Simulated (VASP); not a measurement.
Input of a VASP 6.6.1 run:

INCAR

```
ALGO = Fast ; EDIFF = 1E-6
ENCUT = 520 ; GGA = PE
ISIF = 2 ; ISMEAR = -1
LASPH = True ; LCHARG = False
LREAL = False ; LWAVE = False
NBANDS = 21 ; NELM = 100
PREC = Accurate ; SIGMA = 0.05
```

Contents of KPOINTS:

```
k-points
0
Gamma
  7 7 7
```

Contents of POSCAR:

```
Sn
1.0
    0.0000000000      3.2967577782      3.2967577782
    3.2967577782      0.0000000000      3.2967577782
    3.2967577782      3.2967577782      0.0000000000
Sn
2
Direct
    0.7500000000      0.7500000000      0.7500000000
    0.5000000000      0.5000000000      0.5000000000
```

Potentials or basis: VASP PAW PBE potentials, release 64 (Sn_d).

Run with:

```bash
$ cat potpaw_PBE.64/Sn_d/POTCAR > POTCAR
$ mpirun -np 1 vasp_std > vasp.out
```

Q: Predict the band gap on the k mesh.

A: Zero (band 14 reaches 5.24 eV, above the bottom of band 15 at 5.09 eV).

Q: Estimate the pressure.

A: 1.0 GPa.

Caveat: spin-orbit coupling is left out, which moves the levels of the heavy elements.
